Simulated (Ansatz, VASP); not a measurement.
## Bi2Te3: VASP beside Ansatz

```
CELL_PARAMETERS angstrom
2.19300 1.26613 9.96236
-2.19300 1.26613 9.96236
0.00000 -2.53226 9.96236
ATOMIC_POSITIONS crystal
Bi 0.40000 0.40000 0.40000
Bi 0.60000 0.60000 0.60000
Te 0.00000 0.00000 0.00000
Te 0.20950 0.20950 0.20950
Te 0.79050 0.79050 0.79050
```

Change from the starting cell: zz strain of -2 %, crystal datasets.

Alike in both runs: task electric field gradients; functional PBE; k mesh 7 × 7 × 7; occupations fermi-dirac, width 0.08 eV; no spin polarisation.

|  | VASP | Ansatz |
| --- | --- | --- |
| version | VASP 6.6.1 | Ansatz 0.2.0 |
| potentials or method | VASP PAW PBE potentials, release 64 (Bi_d, Te), cutoff 520 eV | all-electron PAW with datasets made for the crystal, scalar-relativistic |

Ansatz gave:

- pressure (GPa): 3.1
- traceless stress, the component that is largest in VASP (GPa): 0.33
- rms of the force components (eV/Å): 0.047
- size of Vzz on the site where it differs most (V/Å²): 80.0

Task: Estimate VASP's values.

Result: Pressure (GPa): 3.1; traceless stress, the component that is largest in VASP (GPa): 0.33; rms of the force components (eV/Å): 0.052; size of Vzz on the site where it differs most (V/Å²): 76.2.

Atom by atom the forces differ by 0.005 eV/Å (rms over components). Ansatz ran all-electron here, and VASP with PAW potentials.

Neither program's run includes spin-orbit coupling.
